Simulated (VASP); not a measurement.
# Ca (Fm-3m) in VASP: further runs

The runs below take Ca through single point, with BLYP.

Program: VASP 6.6.1. These are calculated values, not measurements. Logs are shortened: lines on timing, memory, paths and dates and some standing lists are left out, and cuts for length are marked.

## (1) The cell of the first run

It takes space group Fm-3m (No. 225, cubic). The conventional cell has a = 5.542 Å, b = 5.542 Å, c = 5.542 Å, α = 90.00°, β = 90.00°, γ = 90.00°. Within 5.1 Å of Ca (site symmetry m-3m) lie 12 Ca at 3.92 Å.

## (2) Single point, BLYP

Contents of INCAR:

```
SYSTEM = Ca
AGGAC = 1.0
AGGAX = 1.0
ALDAC = 0.0
ALDAX = 1.0
ALGO = Normal
EDIFF = 1E-7
ENCUT = 520
GGA = B5
ISIF = 2
ISMEAR = -1
LASPH = .True.
LCHARG = .False.
LREAL = .False.
LWAVE = .False.
NBANDS = 11
NELM = 60
PREC = Accurate
SIGMA = 0.1
```

Contents of KPOINTS:

```
k-points
0
Gamma
  16 16 16
  0 0 0
```

Contents of POSCAR:

```
Ca
1.0
    0.0000000000      2.7709016401      2.7709016401
    2.7709016401      0.0000000000      2.7709016401
    2.7709016401      2.7709016401      0.0000000000
Ca
1
Direct
    0.0000000000      0.0000000000      0.0000000000
```

Potentials or basis: VASP PAW PBE potentials, release 64 (Ca_sv).

The run is started by

```bash
$ cat potpaw_PBE.64/Ca_sv/POTCAR > POTCAR
$ mpirun -np 1 vasp_std > vasp.out
```

OUTCAR:

```text
SYSTEM = Ca
   EDIFF = 1E-7
   ENCUT = 520
   GGA = B5
   ISIF = 2
   ISMEAR = -1
   LASPH = .True.
   LREAL = .False.
   NELM = 60
   PREC = Accurate

 ion  position               nearest neighbor table
   1  0.000  0.000  0.000-

  LATTYP: Found a face centered cubic cell.
 ALAT       =     5.5418032802

  Lattice vectors:

 A1 = (   0.0000000000,   2.7709016401,   2.7709016401)
 A2 = (   2.7709016401,   0.0000000000,   2.7709016401)
 A3 = (   2.7709016401,   2.7709016401,   0.0000000000)

Analysis of symmetry for initial positions (statically):
=====================================================================
 Subroutine PRICEL returns:
 Original cell was already a primitive cell.

 Routine SETGRP: Setting up the symmetry group for a
 face centered cubic supercell.

 Subroutine GETGRP returns: Found 48 space group operations
 (whereof 48 operations were pure point group operations)
 out of a pool of 48 trial point group operations.

The static configuration has the point symmetry O_h .

Analysis of symmetry for dynamics (positions and initial velocities):
=====================================================================
 Subroutine PRICEL returns:
 Original cell was already a primitive cell.

 Routine SETGRP: Setting up the symmetry group for a
 face centered cubic supercell.

 Subroutine GETGRP returns: Found 48 space group operations
 (whereof 48 operations were pure point group operations)
 out of a pool of 48 trial point group operations.

The dynamic configuration has the point symmetry O_h .

 Subroutine INISYM returns: Found 48 space group operations
 (whereof 48 operations are pure point group operations),
 and found     1 'primitive' translations

----------------------------------------------------------------------------------------

                                     Primitive cell

  volume of cell :      42.5494

  direct lattice vectors                    reciprocal lattice vectors
     0.000000000  2.770901640  2.770901640    -0.180446679  0.180446679  0.180446679
     2.770901640  0.000000000  2.770901640     0.180446679 -0.180446679  0.180446679
     2.770901640  2.770901640  0.000000000     0.180446679  0.180446679 -0.180446679

  length of vectors
     3.918646679  3.918646679  3.918646679     0.312542817  0.312542817  0.312542817

  position of ions in fractional coordinates (direct lattice)
     0.000000000  0.000000000  0.000000000

  ion indices of the primitive-cell ions
   primitive index   ion index
                 1           1

----------------------------------------------------------------------------------------

 KPOINTS: k-points

Automatic generation of k-mesh.
 Grid dimensions read from file:
 generate k-points for:   16   16   16

 Generating k-lattice:

  Cartesian coordinates                     Fractional coordinates (reciprocal lattice)
    -0.011277917  0.011277917  0.011277917     0.062500000  0.000000000  0.000000000
     0.011277917 -0.011277917  0.011277917     0.000000000  0.062500000  0.000000000
     0.011277917  0.011277917 -0.011277917     0.000000000  0.000000000  0.062500000

  Length of vectors
     0.019533926  0.019533926  0.019533926

  Shift w.r.t. Gamma in fractional coordinates (k-lattice)
     0.000000000  0.000000000  0.000000000

 Subroutine IBZKPT returns following result:
 ===========================================

 Found    145 irreducible k-points:

 Following reciprocal coordinates:
            Coordinates               Weight
  0.000000  0.000000  0.000000      1.000000
  0.062500  0.000000  0.000000      8.000000
  0.125000  0.000000  0.000000      8.000000
  0.187500  0.000000  0.000000      8.000000
  0.250000  0.000000  0.000000      8.000000
  0.312500  0.000000  0.000000      8.000000
[... 16 lines left out ...]
 -0.125000  0.062500  0.000000     24.000000
 -0.062500  0.062500  0.000000     12.000000
 [... further k-points ...]
   k-points           NKPTS =    145   k-points in BZ     NKDIM =    145   number of bands    NBANDS=     11
   number of dos      NEDOS =    301   number of ions     NIONS =      1
   total plane-waves  NPLWV =  27000
   dimension x,y,z NGX =    30 NGY =   30 NGZ =   30
   dimension x,y,z NGXF=    60 NGYF=   60 NGZF=   60
   ions per type =               1
   NGX,Y,Z   is equivalent  to a cutoff of  12.73, 12.73, 12.73 a.u.
   NGXF,Y,Z  is equivalent  to a cutoff of  25.45, 25.45, 25.45 a.u.
 SYSTEM =  Ca
   PREC   = accura    normal or accurate (medium, high low for compatibility)
   ISTART =      0    job   : 0-new  1-cont  2-samecut
   ICHARG =      2    charge: 1-file 2-atom 10-const
   ISPIN  =      1    spin polarized calculation?
   LNONCOLLINEAR =      F non collinear calculations
   LSORBIT =      F    spin-orbit coupling
   LASPH  =      T    aspherical Exc in radial PAW
   ENCUT  =  520.0 eV  38.22 Ry    6.18 a.u.   7.29  7.29  7.29*2*pi/ulx,y,z
   NELM   =     60;   NELMIN=  2; NELMDL= -5     # of ELM steps
   EDIFF  = 0.1E-06   stopping-criterion for ELM
   LREAL  =      F    real-space projection
   EDIFFG = 0.1E-05   stopping-criterion for IOM
   NSW    =      0    number of steps for IOM
   IBRION =     -1    ionic relax: 0-MD 1-quasi-New 2-CG
   NFREE  =      0    steps in history (QN), initial steepest desc. (CG)
   ISIF   =      2    stress and relaxation
   ISYM   =      2    0-nonsym 1-usesym 2-fastsym
   POTIM  = 0.5000    time-step for ionic-motion
   TEBEG  =    0.0;   TEEND  =   0.0 temperature during run
   PSTRESS=    0.0 pullay stress
   NELECT =      10.0000    total number of electrons
   NUPDOWN=      -1.0000    fix difference up-down
   EMIN   =  10.00;   EMAX   =-10.00  energy-range for DOS
   EFERMI =   0.00;   METHOD = LEGACY
   ISMEAR =    -1;   SIGMA  =   0.10  broadening in eV -4-tet -1-fermi 0-gaus
   EFERMI_NEDOS =   21; number of points for ismear=-14 and -15
   IALGO  =     38    algorithm
   IMIX   =      4    mixing-type and parameters
     AMIX     =   0.40;   BMIX     =  1.00
     AMIX_MAG =   1.60;   BMIX_MAG =  1.00
  volume/ion in A,a.u.               =      42.55       287.14
  Fermi-wavevector in a.u.,A,eV,Ry     =   1.010285  1.909161 13.887125  1.020675
  Thomas-Fermi vector in A             =   2.143264
   LORBIT       =      0    0 simple, 1 ext, 2 COOP (PROOUT), +10 PAW based schemes
   GGA     = B5    functional components
   LHFCALC =     F    Hartree Fock is set to
   AEXX    =    0.0000 exact exchange contribution
   IVDW    =     0    specifies the selected vdW correction
   LEPSILON=     F    determine dielectric tensor
   LRPA    =     F    only Hartree local field effects (RPA)
 non-spin polarized calculation
  energy-cutoff  :      520.00
  volume of cell :       42.55
 maximum number of plane-waves:      1169
 NGX is ok and might be reduce to    30
   NGX = 15   NGY = 15   NGZ = 15

 number of electron      10.0000000 magnetization

 number of electron       9.9999999 magnetization

 Free energy of the ion-electron system (eV)
  ---------------------------------------------------
  ext. energy  EPLUGINS =         0.00000000
  ---------------------------------------------------
  free energy    TOTEN  =        -1.26312996 eV

  energy without entropy =       -1.22074049  energy(sigma->0) =       -1.24193523

 E-fermi :   2.3685     XC(G=0):  -7.2805

 val. band max:        2.3629797005   @ k =  -0.3750   0.3125   0.0625
 cond. band min:       2.3721692689   @ k =  -0.3125   0.3750   0.1250
 fundamental gap:      0.0091895684
 Fermi energy:         2.3684932250

 k-point     1 :       0.0000    0.0000    0.0000
  band No.  band energies     occupation
      1     -39.6717      2.00000
      2     -20.7106      2.00000
      3     -20.7106      2.00000
      4     -20.7106      2.00000
      5      -1.6007      2.00000
      6       4.4937      0.00000
      7       4.4937      0.00000
      8       4.4937      0.00000
      9       5.4987      0.00000
     10       5.4987      0.00000
     11      11.6043      0.00000

 k-point     2 :       0.0625    0.0000    0.0000
  band No.  band energies     occupation
      1     -39.6712      2.00000
      2     -20.7159      2.00000
      3     -20.7114      2.00000
      4     -20.7114      2.00000
      5      -1.5339      2.00000
      6       4.4285      0.00000
      7       4.5192      0.00000
      8       4.5192      0.00000
      9       5.4775      0.00000
     10       5.4775      0.00000
     11      11.6786      0.00000

 k-point     3 :       0.1250    0.0000    0.0000
  band No.  band energies     occupation
      1     -39.6697      2.00000
      2     -20.7306      2.00000
      3     -20.7134      2.00000
      4     -20.7134      2.00000
      5      -1.3363      2.00000
      6       4.2478      0.00000
      7       4.5819      0.00000
      8       4.5819      0.00000
      9       5.4333      0.00000
     10       5.4333      0.00000
     11      11.6029      0.00000

 k-point     4 :       0.1875    0.0000    0.0000
  band No.  band energies     occupation
      1     -39.6676      2.00000
      2     -20.7526      2.00000
      3     -20.7165      2.00000
      4     -20.7165      2.00000
      5      -1.0157      2.00000
      6       3.9852      0.00000
      7       4.6357      0.00000
      8       4.6357      0.00000
      9       5.4252      0.00000
     10       5.4252      0.00000
     11      10.6359      0.00000

 k-point     5 :       0.2500    0.0000    0.0000
  band No.  band energies     occupation
      1     -39.6650      2.00000
      2     -20.7783      2.00000
      3     -20.7200      2.00000
      4     -20.7200      2.00000
      5      -0.5860      2.00000
      6       3.6722      0.00000
      7       4.6235      0.00000
      8       4.6235      0.00000
      9       5.5204      0.00000
     10       5.5204      0.00000
     11       9.6146      0.00000
[... 211 lines left out ...]
 k-point    21 :      -0.2500    0.0625    0.0000
  band No.  band energies     occupation
      1     -39.6638      2.00000
      2     -20.7872      2.00000
      3     -20.7266      2.00000
      4     -20.7198      2.00000
      5      -0.3678      2.00000
      6       3.5527      0.00001
      7       4.5342      0.00000
      8       4.6576      0.00000
      9       5.4119      0.00000
     10       5.7451      0.00000
     11       9.3176      0.00000

 k-point    22 :      -0.1875    0.0625    0.0000
  band No.  band energies     occupation
      1     -39.6664      2.00000
      2     -20.7620      2.00000
      3     -20.7225      2.00000
      4     -20.7163      2.00000
      5      -0.8276      2.00000
      6       3.8638      0.00000
      7       4.5922      0.00000
      8       4.7009      0.00000
      9       5.2800      0.00000
     10       5.5901      0.00000
     11      10.3180      0.00000

 k-point    23 :      -0.1250    0.0625    0.0000
  band No.  band energies     occupation
      1     -39.6687      2.00000
      2     -20.7394      2.00000
      3     -20.7184      2.00000
      4     -20.7134      2.00000
      5      -1.1849      2.00000
      6       4.1302      0.00000
      7       4.5912      0.00000
      8       4.6461      0.00000
      9       5.3002      0.00000
     10       5.5178      0.00000
     11      11.3511      0.00000

 k-point    24 :      -0.0625    0.0625    0.0000
  band No.  band energies     occupation
      1     -39.6704      2.00000
      2     -20.7232      2.00000
      3     -20.7145      2.00000
      4     -20.7117      2.00000
      5      -1.4236      2.00000
      6       4.3285      0.00000
      7       4.5508      0.00000
      8       4.5638      0.00000
      9       5.3933      0.00000
     10       5.5002      0.00000
     11      11.7720      0.00000

 [... further k-points ...]
[... 5 lines left out ...]
  --------------------------------------------------------------------------------------
  -------------------------------------------------------------------------------------
  Total        0.0062822      0.0062822      0.0062822      0.0000000     -0.0000000     -0.0000000
  in kB        0.2365536      0.2365536      0.2365536      0.0000000     -0.0000000     -0.0000000
  external PRESSURE =       0.2365536 kB  Pullay stress =       0.0000000 kB

 VOLUME and BASIS-vectors are now :
 -----------------------------------------------------------------------------
  energy-cutoff  :      520.00
  volume of cell :       42.55
      direct lattice vectors                 reciprocal lattice vectors
     0.000000000  2.770901640  2.770901640    -0.180446679  0.180446679  0.180446679
     2.770901640  0.000000000  2.770901640     0.180446679 -0.180446679  0.180446679
     2.770901640  2.770901640  0.000000000     0.180446679  0.180446679 -0.180446679

 POSITION                                       TOTAL-FORCE (eV/Angst)
 -----------------------------------------------------------------------------------
      0.00000      0.00000      0.00000        -0.000000      0.000000     -0.000000
 -----------------------------------------------------------------------------------
    total drift:                               -0.000000     -0.000000      0.000000

  FREE ENERGIE OF THE ION-ELECTRON SYSTEM (eV)
  ---------------------------------------------------
  free  energy   TOTEN  =        -1.2631299642 eV

  energy  without entropy=       -1.2207404907  energy(sigma->0) =       -1.24193523
```

Wall time 72 s (1 thread of Intel Xeon 6975P-C, shared host); peak memory 0.22 GiB.

Results:

```
Free energy            : -1.2631 eV
Pressure               : 0.0 GPa
Band gap on the k mesh : zero (band 5 reaches 2.52 eV, above the bottom of band 6 at 2.29 eV)
```

Caveat: the PAW data sets were made with another functional, which shifts forces and pressure a little.

## (3) Single point, BLYP

Contents of INCAR:

```
PREC = Accurate
ENCUT = 520
EDIFF = 1E-6
ISMEAR = -1
SIGMA = 0.1
LREAL = F
LASPH = T
NELM = 60
ALGO = Normal
ISIF = 2
LWAVE = F
LCHARG = T
GGA = B5
ALDAX = 1.0
AGGAX = 1.0
AGGAC = 1.0
ALDAC = 0.0
LELF = T
LVHAR = T
NBANDS = 11
```

Contents of KPOINTS:

```
regular mesh
0
Gamma
  16 16 16
```

POSCAR is that of step 2.

Potentials or basis: VASP PAW PBE potentials, release 64 (Ca_sv).

The run is started by

```bash
$ cat potpaw_PBE.64/Ca_sv/POTCAR > POTCAR
$ mpirun -np 1 vasp_std > vasp.out
```

It took 66 s on 1 thread of Intel Xeon 6975P-C, shared host; peak memory 0.21 GiB.

It converged, with:

| Item | Value |
| --- | --- |
| Free energy | -1.2631 eV |
| Pressure | 0.0 GPa |
| Band gap on the k mesh | zero (band 5 reaches 2.52 eV, above the bottom of band 6 at 2.29 eV) |

Levels at points of the mesh, in eV from the Fermi level:
```
           k point  band 2  band 3  band 4  band 5  band 6  band 7  band 8  band 9
(0.00, 0.00, 0.00)  -23.08  -23.08  -23.08   -3.97    2.13    2.13    2.13    3.13
(0.50, 0.00, 0.00)  -23.21  -23.10  -23.10   -1.01   -0.07    2.02    2.02    3.80
(0.50, 0.50, 0.00)  -23.21  -23.13  -23.13   -0.50    0.47    1.04    3.78    3.98
```

Caveat: the PAW data sets were made with another functional, which shifts forces and pressure a little.
